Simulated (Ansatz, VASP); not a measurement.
## HgH3: VASP beside Ansatz

```
Hg H
1.0
     5.37911    0.00000    0.00000
    -2.68956    4.65845    0.00000
     0.00000    0.00000    3.80145
Hg H
1 3
Cartesian
  0.0000 0.0000 0.0000
  0.0000 0.0000 1.9007
  2.6896 1.5528 1.5243
  2.6896 1.5528 2.2771
```

Change from the starting cell: species swapped into the Tb3Pr type (P-6m2, No. 187).

Alike in both runs: functional PBE; k mesh 6 × 6 × 6; occupations gaussian, width 0.1 eV; no spin polarisation.

Ansatz relaxed the structure, and its values are those at the end. VASP's run is a single point on that final structure, the one shown.

```csv
,VASP,Ansatz
version,VASP 6.6.1,Ansatz 0.2.0
potentials or method,"VASP PAW PBE potentials, release 64 (Hg, H), cutoff 520 eV","scalar-relativistic, plane waves, PAW"
valence electrons in the cell,15,23
```

```tsv
	VASP	Ansatz	Ansatz less VASP
gap on the k mesh at the Fermi level (eV)	none	none	-
pressure (GPa)	0.1	0.2	+0.02
rms of the force components (eV/Å)	0.006	0.001	-0.0049
```

A gap of «none» marks a metal or a gap that the smearing closes. VASP's potentials hold 15 valence electrons a cell and Ansatz's 23, so a difference there can come from the potentials and not from the codes.

Neither program's run includes spin-orbit coupling.
